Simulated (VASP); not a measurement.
# GaN (Imm2) in VASP: further runs

Runs on GaN. Level: r2SCAN. Tasks: single point.

All numbers are computed with VASP 6.6.1; they aren't measurements. Logs are shortened: lines on timing, memory, paths and dates and some standing lists are left out, and cuts for length are marked.

## 1. The cell of the first run

The structure is orthorhombic, space group Imm2 (No. 44). Conventional cell: a = 3.067 Å, b = 3.306 Å, c = 4.507 Å, α = 90.00°, β = 90.00°, γ = 90.00°. Within 2.5 Å of Ga (site symmetry mm2) lie 4 N at 1.90 to 2.00 Å. Within 2.5 Å of N (site symmetry mm2) lie 4 Ga at 1.90 to 2.00 Å.

## 2. Single point, r2SCAN (strain -0.0750 x Voigt [0, 0, 0, 0, 0, 1])

POSCAR

```
GaN
1.0
   -0.0845062728      2.2535006075      2.2535006075
    2.2535006075     -0.0845062728      2.2535006075
    2.1689943347      2.1689943347      0.0000000000
Ga N
1 1
Direct
    0.0000000000      0.0000000000      0.0000000000
    0.7500000000      0.7500000000      0.7500000000
```

INCAR.step1

```
  ALGO = Normal
  EDIFF = 1E-4
  ENCUT = 520
  GGA = PE
  ISMEAR = 0
  LASPH = True
  LCHARG = False
  LREAL = False
  LWAVE = True
  NBANDS = 16
  NELM = 100
  PREC = Accurate
  SIGMA = 0.05
```

INCAR.step2

```
  ALGO = Normal
  EDIFF = 1E-7
  ENCUT = 520
  ISIF = 2
  ISMEAR = 0
  ISTART = 1
  LASPH = True
  LCHARG = True
  LELF = True
  LMIXTAU = True
  LREAL = False
  LVHAR = True
  LWAVE = False
  METAGGA = R2SCAN
  NBANDS = 16
  NELM = 100
  PREC = Accurate
  SIGMA = 0.05
```

KPOINTS

```
k-points
0
Gamma
  10 10 10
```

Potentials or basis: VASP PAW PBE potentials, release 64 (Ga_d, N).

Run with:

```bash
$ cat potpaw_PBE.64/Ga_d/POTCAR potpaw_PBE.64/N/POTCAR > POTCAR
$ cp INCAR.step1 INCAR
$ mpirun -np 1 vasp_std > vasp.out
$ cp INCAR.step2 INCAR
$ mpirun -np 1 vasp_std > vasp.out
```

OUTCAR:

```text
EDIFF = 1E-7
   ENCUT = 520
   ISIF = 2
   ISMEAR = 0
   ISTART = 1
   LASPH = True
   LREAL = False
   METAGGA = R2SCAN
   NELM = 100
   PREC = Accurate

 ion  position               nearest neighbor table
   1  0.000  0.000  0.000-   2 1.90   2 1.90   2 2.00   2 2.00
   2  0.750  0.750  0.750-   1 1.90   1 1.90   1 2.00   1 2.00

  LATTYP: Found a body centered orthorhombic cell.
 ALAT       =     3.0674212048
 B/A-ratio  =     1.0779220779
 C/A-ratio  =     1.4693127921

  Lattice vectors:

 A1 = (   0.0845062728,  -2.2535006075,  -2.2535006075)
 A2 = (  -0.0845062728,   2.2535006075,  -2.2535006075)
 A3 = (   2.2535006075,  -0.0845062728,   2.2535006075)

Analysis of symmetry for initial positions (statically):
=====================================================================
 Subroutine PRICEL returns:
 Original cell was already a primitive cell.

 Routine SETGRP: Setting up the symmetry group for a
 body centered orthorhombic supercell.

 Subroutine GETGRP returns: Found  4 space group operations
 (whereof  4 operations were pure point group operations)
 out of a pool of  8 trial point group operations.

The static configuration has the point symmetry C_2v.

Analysis of symmetry for dynamics (positions and initial velocities):
=====================================================================
 Subroutine PRICEL returns:
 Original cell was already a primitive cell.

 Routine SETGRP: Setting up the symmetry group for a
 body centered orthorhombic supercell.

 Subroutine GETGRP returns: Found  4 space group operations
 (whereof  4 operations were pure point group operations)
 out of a pool of  8 trial point group operations.

The dynamic configuration has the point symmetry C_2v.

 Subroutine INISYM returns: Found  4 space group operations
 (whereof  4 operations are pure point group operations),
 and found     1 'primitive' translations

----------------------------------------------------------------------------------------

                                     Primitive cell

  volume of cell :      22.8556

  direct lattice vectors                    reciprocal lattice vectors
    -0.084506273  2.253500607  2.253500607    -0.213857369  0.213857369  0.221877020
     2.253500607 -0.084506273  2.253500607     0.213857369 -0.213857369  0.221877020
     2.168994335  2.168994335  0.000000000     0.230521580  0.230521580 -0.221877020

  length of vectors
     3.188051331  3.188051331  3.067421205     0.375099134  0.375099134  0.394347321

  position of ions in fractional coordinates (direct lattice)
     0.000000000  0.000000000  0.000000000
     0.750000000  0.750000000  0.750000000

  ion indices of the primitive-cell ions
   primitive index   ion index
                 1           1
                 2           2

----------------------------------------------------------------------------------------

 KPOINTS: k-points

Automatic generation of k-mesh.
 Grid dimensions read from file:
 generate k-points for:   10   10   10

 Generating k-lattice:

  Cartesian coordinates                     Fractional coordinates (reciprocal lattice)
    -0.021385737  0.021385737  0.022187702     0.100000000  0.000000000  0.000000000
     0.021385737 -0.021385737  0.022187702     0.000000000  0.100000000  0.000000000
     0.023052158  0.023052158 -0.022187702     0.000000000  0.000000000  0.100000000

  Length of vectors
     0.037509913  0.037509913  0.039434732

  Shift w.r.t. Gamma in fractional coordinates (k-lattice)
     0.000000000  0.000000000  0.000000000

 Subroutine IBZKPT returns following result:
 ===========================================

 Found    171 irreducible k-points:

 Following reciprocal coordinates:
            Coordinates               Weight
  0.000000  0.000000  0.000000      1.000000
  0.100000 -0.000000  0.000000      4.000000
  0.200000 -0.000000  0.000000      4.000000
  0.300000  0.000000  0.000000      4.000000
  0.400000  0.000000  0.000000      4.000000
  0.500000  0.000000  0.000000      2.000000
[... 16 lines left out ...]
[... 51 lines left out ...]
      4      -8.6541      2.00000
      5      -8.4655      2.00000
      6      -8.4388      2.00000
[... 8 lines left out ...]
     15      24.3756      0.00000
     16      25.1397      0.00000

 k-point     9 :       0.3000    0.1000    0.0000
  band No.  band energies     occupation
      1     -11.0894      2.00000
      2      -8.7378      2.00000
      3      -8.7297      2.00000
      4      -8.5098      2.00000
      5      -8.4256      2.00000
      6      -8.3049      2.00000
[... 8 lines left out ...]
     15      23.6036      0.00000
     16      25.3103      0.00000
[... 172 lines left out ...]
 k-point    19 :       0.5000    0.2000    0.0000
  band No.  band energies     occupation
      1     -10.7003      2.00000
      2      -8.6956      2.00000
      3      -8.6547      2.00000
      4      -8.5041      2.00000
      5      -8.4036      2.00000
      6      -7.3221      2.00000
[... 8 lines left out ...]
     15      26.0619      0.00000
     16      27.3882      0.00000

 k-point    20 :      -0.4000    0.2000    0.0000
  band No.  band energies     occupation
      1     -10.7001      2.00000
      2      -8.7052      2.00000
      3      -8.6613      2.00000
      4      -8.4818      2.00000
      5      -8.4224      2.00000
      6      -7.2568      2.00000
[... 8 lines left out ...]
     15      25.3709      0.00000
     16      26.1169      0.00000

 k-point    21 :      -0.3000    0.2000    0.0000
  band No.  band energies     occupation
      1     -10.7980      2.00000
      2      -8.7158      2.00000
      3      -8.6837      2.00000
      4      -8.4774      2.00000
      5      -8.4479      2.00000
      6      -7.6538      2.00000
[... 8 lines left out ...]
     15      23.3475      0.00000
     16      26.4575      0.00000

 k-point    22 :      -0.2000    0.2000    0.0000
  band No.  band energies     occupation
      1     -10.9899      2.00000
      2      -8.7336      2.00000
      3      -8.7211      2.00000
      4      -8.4870      2.00000
      5      -8.4616      2.00000
      6      -8.1081      2.00000
[... 8 lines left out ...]
     15      23.3176      0.00000
     16      26.8378      0.00000

 k-point    23 :       0.3000    0.3000    0.0000
  band No.  band energies     occupation
      1     -10.8397      2.00000
      2      -8.6404      2.00000
      3      -8.6395      2.00000
      4      -8.5848      2.00000
      5      -8.4036      2.00000
      6      -8.0491      2.00000
[... 8 lines left out ...]
     15      27.9715      0.00000
     16      28.6254      0.00000

 k-point    24 :       0.4000    0.3000    0.0000
  band No.  band energies     occupation
      1     -10.7008      2.00000
      2      -8.6596      2.00000
      3      -8.6066      2.00000
      4      -8.5419      2.00000
      5      -8.3937      2.00000
      6      -7.6447      2.00000
[... 8 lines left out ...]
     15      28.3505      0.00000
     16      28.6290      0.00000

 [... further k-points ...]

------------------------ aborting loop because EDIFF is reached ----------------------------------------

  FORCE on cell =-STRESS in cart. coord.  units (eV):
  Direction    XX          YY          ZZ          XY          YZ          ZX
  --------------------------------------------------------------------------------------
  -------------------------------------------------------------------------------------
  Total        0.2121958      0.2121958      0.1230426      2.1426722      0.0000000      0.0000000
  in kB       14.8749493     14.8749493      8.6253019    150.2015582      0.0000000      0.0000000
  external PRESSURE =      12.7917335 kB  Pullay stress =       0.0000000 kB

 VOLUME and BASIS-vectors are now :
 -----------------------------------------------------------------------------
  energy-cutoff  :      520.00
  volume of cell :       22.86
      direct lattice vectors                 reciprocal lattice vectors
    -0.084506273  2.253500607  2.253500607    -0.213857369  0.213857369  0.221877020
     2.253500607 -0.084506273  2.253500607     0.213857369 -0.213857369  0.221877020
     2.168994335  2.168994335  0.000000000     0.230521580  0.230521580 -0.221877020

 POSITION                                       TOTAL-FORCE (eV/Angst)
 -----------------------------------------------------------------------------------
      0.00000      0.00000      0.00000         0.000000      0.000000      0.645126
      3.25349      3.25349      3.38025        -0.000000     -0.000000     -0.645126
 -----------------------------------------------------------------------------------
    total drift:                               -0.000033     -0.000033     -0.026318

  FREE ENERGIE OF THE ION-ELECTRON SYSTEM (eV)
  ---------------------------------------------------
  free  energy   TOTEN  =       -21.8166204719 eV

  energy  without entropy=      -21.8166204719  energy(sigma->0) =      -21.81662047
```

It took 4.2 min on 1 thread of Intel Xeon 8259CL, shared host; peak memory 0.19 GiB.

What came out:

```yaml
Free_energy: -21.8166 eV
Pressure: 1.3 GPa
Largest_force: 0.645 eV/Å
Band_gap_on_the_k_mesh: 1.86 eV
```

Forces on the atoms (eV/Å):
```
Ga   0.000  0.000  0.645
N    0.000  0.000 -0.645
```

Caveat: the cell differs from its parent crystal (strain -0.0750 x Voigt [0, 0, 0, 0, 0, 1]); the PAW data sets were made with another functional, which shifts forces and pressure a little.

## 3. Single point, r2SCAN (strain +0.0375 x Voigt [0, 0, 0, 0, 0, 1])

POSCAR

```
GaN
1.0
    0.0422531364      2.2535006075      2.2535006075
    2.2535006075      0.0422531364      2.2535006075
    2.2957537439      2.2957537439      0.0000000000
Ga N
1 1
Direct
    0.0000000000      0.0000000000      0.0000000000
    0.7500000000      0.7500000000      0.7500000000
```

INCAR.step1

```
SYSTEM = GaN
ALGO = Normal
EDIFF = 1E-4
ENCUT = 520
GGA = PE
ISMEAR = 0
LASPH = .TRUE.
LCHARG = .FALSE.
LREAL = .FALSE.
LWAVE = .TRUE.
NBANDS = 16
NELM = 80
PREC = Accurate
SIGMA = 0.05
```

INCAR.step2

```
SYSTEM = GaN
ALGO = Normal
EDIFF = 1E-7
ENCUT = 520
ISIF = 2
ISMEAR = 0
ISTART = 1
LASPH = .TRUE.
LCHARG = .FALSE.
LMIXTAU = .TRUE.
LREAL = .FALSE.
LWAVE = .FALSE.
METAGGA = R2SCAN
NBANDS = 16
NELM = 80
PREC = Accurate
SIGMA = 0.05
```

KPOINTS

```
k-points
0
G
  10 10 10
  0 0 0
```

Potentials or basis: VASP PAW PBE potentials, release 64 (Ga_d, N).

Run with:

```bash
$ cat potpaw_PBE.64/Ga_d/POTCAR potpaw_PBE.64/N/POTCAR > POTCAR
$ cp INCAR.step1 INCAR
$ mpirun -np 1 vasp_std > vasp.out
$ cp INCAR.step2 INCAR
$ mpirun -np 1 vasp_std > vasp.out
```

Wall time 4.2 min (1 thread of Intel Xeon 8259CL, shared host); peak memory 0.19 GiB.

The run converged. Its results:

- Free energy: -21.8769 eV
- Pressure: 0.2 GPa
- Largest force: 0.316 eV/Å
- Band gap on the k mesh: 2.02 eV

Forces on the atoms (eV/Å):
```
Ga   0.000  0.000 -0.316
N    0.000  0.000  0.316
```

Stress tensor (GPa, compression positive):
```
 0.27 -7.47  0.00
-7.47  0.27  0.00
 0.00  0.00  0.12
```

Levels at points of the mesh, in eV from the valence-band top:
| k point | band 6 | band 7 | band 8 | band 9 | band 10 | band 11 | band 12 | band 13 |
| --- | --- | --- | --- | --- | --- | --- | --- | --- |
| (0.00, 0.00, 0.00) | -13.56 | -0.15 | -0.09 | 0.00 | 2.02 | 10.46 | 10.97 | 11.41 |
| (0.50, 0.00, 0.00) | -12.36 | -7.21 | -1.17 | -1.16 | 4.92 | 9.42 | 10.57 | 10.95 |
| (0.50, 0.50, 0.00) | -12.06 | -6.30 | -3.09 | -2.62 | 3.64 | 7.24 | 12.50 | 14.66 |
| (0.00, 0.00, 0.50) | -12.50 | -7.27 | -1.00 | -0.97 | 5.23 | 9.27 | 10.95 | 11.30 |
| (0.50, 0.00, 0.50) | -12.05 | -6.30 | -2.86 | -2.86 | 3.69 | 7.16 | 12.44 | 14.85 |

Caveat: the cell differs from its parent crystal (strain +0.0375 x Voigt [0, 0, 0, 0, 0, 1]); the PAW data sets were made with another functional, which shifts forces and pressure a little.

## 4. Single point, r2SCAN (strain +0.0562 x Voigt [0, 0, 0, 0, 0, 1])

POSCAR

```
GaN
1.0
    0.0633233671      2.2535006075      2.2535006075
    2.2535006075      0.0633233671      2.2535006075
    2.3168239746      2.3168239746      0.0000000000
Ga N
1 1
Direct
    0.0000000000      0.0000000000      0.0000000000
    0.7500000000      0.7500000000      0.7500000000
```

INCAR.step1

```
SYSTEM = GaN
ALGO     = Normal         ! electronic algorithm
EDIFF    = 1E-4           ! SCF threshold, eV
ENCUT    = 520            ! plane-wave cutoff, eV
GGA      = PE             ! functional
ISMEAR   = 0              ! smearing method
LASPH    = .True.         ! aspherical terms in the spheres
LCHARG   = .False.        ! write CHGCAR
LREAL    = .False.        ! projectors in reciprocal space
LWAVE    = .True.         ! write WAVECAR
NBANDS   = 16             ! bands
NELM     = 100            ! most SCF steps
PREC     = Accurate       ! precision mode
SIGMA    = 0.05           ! smearing width, eV
```

INCAR.step2

```
SYSTEM = GaN
ALGO     = Normal         ! electronic algorithm
EDIFF    = 1E-6           ! SCF threshold, eV
ENCUT    = 520            ! plane-wave cutoff, eV
ISIF     = 2              ! what is computed and relaxed
ISMEAR   = 0              ! smearing method
ISTART   = 1            
LASPH    = .True.         ! aspherical terms in the spheres
LCHARG   = .True.         ! write CHGCAR
LELF     = .True.         ! ELF
LMIXTAU  = .True.       
LREAL    = .False.        ! projectors in reciprocal space
LVHAR    = .True.       
LWAVE    = .False.        ! write WAVECAR
METAGGA  = R2SCAN         ! meta-GGA
NBANDS   = 16             ! bands
NELM     = 100            ! most SCF steps
PREC     = Accurate       ! precision mode
SIGMA    = 0.05           ! smearing width, eV
```

KPOINTS

```
k-points
0
Gamma
  10 10 10
  0 0 0
```

Run with:

```bash
$ cat potpaw_PBE.64/Ga_d/POTCAR potpaw_PBE.64/N/POTCAR > POTCAR
$ cp INCAR.step1 INCAR
$ mpirun -np 1 vasp_std > vasp.out
$ cp INCAR.step2 INCAR
$ mpirun -np 1 vasp_std > vasp.out
```

Run time: 3.6 min. Hardware: 1 thread of Intel Xeon 8259CL, shared host; peak memory 0.19 GiB.

The run converged. Its results:

```yaml
Free_energy: -21.8519 eV
Pressure: 0.6 GPa
Largest_force: 0.479 eV/Å
Band_gap_on_the_k_mesh: 1.94 eV
```

Forces in eV/Å, atoms in the order of the input:
```
Ga   0.000  0.000 -0.479
N    0.000  0.000  0.479
```

Stress tensor (GPa, compression positive):
```
  0.72 -11.22   0.00
-11.22   0.72   0.00
  0.00   0.00   0.38
```

Levels at points of the mesh, in eV from the valence-band top:
| k point | band 6 | band 7 | band 8 | band 9 | band 10 | band 11 | band 12 | band 13 |
| --- | --- | --- | --- | --- | --- | --- | --- | --- |
| (0.00, 0.00, 0.00) | -13.61 | -0.23 | -0.14 | 0.00 | 1.94 | 10.20 | 10.97 | 11.62 |
| (0.50, 0.00, 0.00) | -12.37 | -7.24 | -1.25 | -1.24 | 4.80 | 9.38 | 10.36 | 10.94 |
| (0.50, 0.50, 0.00) | -12.11 | -6.34 | -3.25 | -2.55 | 3.53 | 7.29 | 12.46 | 14.53 |
| (0.00, 0.00, 0.50) | -12.57 | -7.32 | -1.01 | -0.96 | 5.26 | 9.16 | 10.95 | 11.46 |
| (0.50, 0.00, 0.50) | -12.08 | -6.34 | -2.91 | -2.90 | 3.65 | 7.12 | 12.34 | 14.80 |

Caveat: the cell differs from its parent crystal (strain +0.0562 x Voigt [0, 0, 0, 0, 0, 1]); the PAW data sets were made with another functional, which shifts forces and pressure a little.

## 5. Single point, r2SCAN (strain +0.0187 x Voigt [0, 0, 0, 0, 0, 1])

POSCAR

```
GaN
1.0
    0.0210702307      2.2535006075      2.2535006075
    2.2535006075      0.0210702307      2.2535006075
    2.2745708382      2.2745708382      0.0000000000
Ga N
1 1
Direct
    0.0000000000      0.0000000000      0.0000000000
    0.7500000000      0.7500000000      0.7500000000
```

INCAR.step1

```
ALGO = Normal ; EDIFF = 1E-4
ENCUT = 520 ; GGA = PE
ISMEAR = 0 ; LASPH = T
LCHARG = F ; LREAL = F
LWAVE = T ; NBANDS = 16
NELM = 80 ; PREC = Accurate
SIGMA = 0.05
```

INCAR.step2

```
ALGO = Normal ; EDIFF = 1E-7
ENCUT = 520 ; ISIF = 2
ISMEAR = 0 ; ISTART = 1
LASPH = T ; LCHARG = T
LELF = T ; LMIXTAU = T
LREAL = F ; LVHAR = T
LWAVE = F ; METAGGA = R2SCAN
NBANDS = 16 ; NELM = 80
PREC = Accurate ; SIGMA = 0.05
```

KPOINTS

```
k-points
0
Gamma
  10 10 10
```

Run with:

```bash
$ cat potpaw_PBE.64/Ga_d/POTCAR potpaw_PBE.64/N/POTCAR > POTCAR
$ cp INCAR.step1 INCAR
$ mpirun -np 1 vasp_std > vasp.out
$ cp INCAR.step2 INCAR
$ mpirun -np 1 vasp_std > vasp.out
```

It took 4.1 min on 1 thread of Intel Xeon 8259CL, shared host; peak memory 0.19 GiB.

The run converged. Its results:

```yaml
Free_energy: -21.8919 eV
Pressure: 0.0 GPa
Largest_force: 0.157 eV/Å
Band_gap_on_the_k_mesh: 2.08 eV
```

Forces in eV/Å, atoms in the order of the input:
```
Ga   0.000  0.000 -0.157
N    0.000  0.000  0.157
```

Stress tensor (GPa, compression positive):
```
 0.00 -3.72  0.00
-3.72  0.00  0.00
 0.00  0.00 -0.04
```

Levels at points of the mesh, in eV from the valence-band top:
| k point | band 7 | band 8 | band 9 | band 10 | band 11 | band 12 |
| --- | --- | --- | --- | --- | --- | --- |
| (0.00, 0.00, 0.00) | -0.08 | -0.04 | 0.00 | 2.07 | 10.73 | 10.98 |
| (0.50, 0.00, 0.00) | -7.18 | -1.08 | -1.07 | 5.04 | 9.44 | 10.78 |
| (0.50, 0.50, 0.00) | -6.26 | -2.94 | -2.70 | 3.71 | 7.22 | 12.54 |
| (0.00, 0.00, 0.50) | -7.21 | -1.00 | -0.99 | 5.20 | 9.36 | 10.97 |
| (0.50, 0.00, 0.50) | -6.26 | -2.82 | -2.82 | 3.73 | 7.20 | 12.53 |

Caveat: the cell differs from its parent crystal (strain +0.0187 x Voigt [0, 0, 0, 0, 0, 1]); the PAW data sets were made with another functional, which shifts forces and pressure a little.

## 6. Overview

| cell | gap on the mesh (eV) | pressure (GPa) | largest force (eV/Å) |
| --- | --- | --- | --- |
| a = 3.188, b = 3.188, c = 3.067 Å, angles 61.2, 61.2, 62.5°, 2 atoms | 1.86 | 1.3 | 0.65 |
| a = 3.187, b = 3.187, c = 3.247 Å, angles 59.4, 59.4, 58.8°, 2 atoms | 2.02 | 0.2 | 0.32 |
| a = 3.188, b = 3.188, c = 3.276 Å, angles 59.1, 59.1, 58.1°, 2 atoms | 1.94 | 0.6 | 0.48 |
| a = 3.187, b = 3.187, c = 3.217 Å, angles 59.7, 59.7, 59.4°, 2 atoms | 2.08 | 0.0 | 0.16 |

Alike in all rows: task single point; level r2SCAN; potentials or basis VASP PAW PBE potentials, release 64 (Ga_d, N); no spin polarisation; k mesh 10 × 10 × 10; cutoff (eV) 520; smearing gaussian 0.05 eV.

Caveats: the PAW data sets were made with another functional, which shifts forces and pressure a little.

Absolute energies hang on the potentials; compare differences alone.
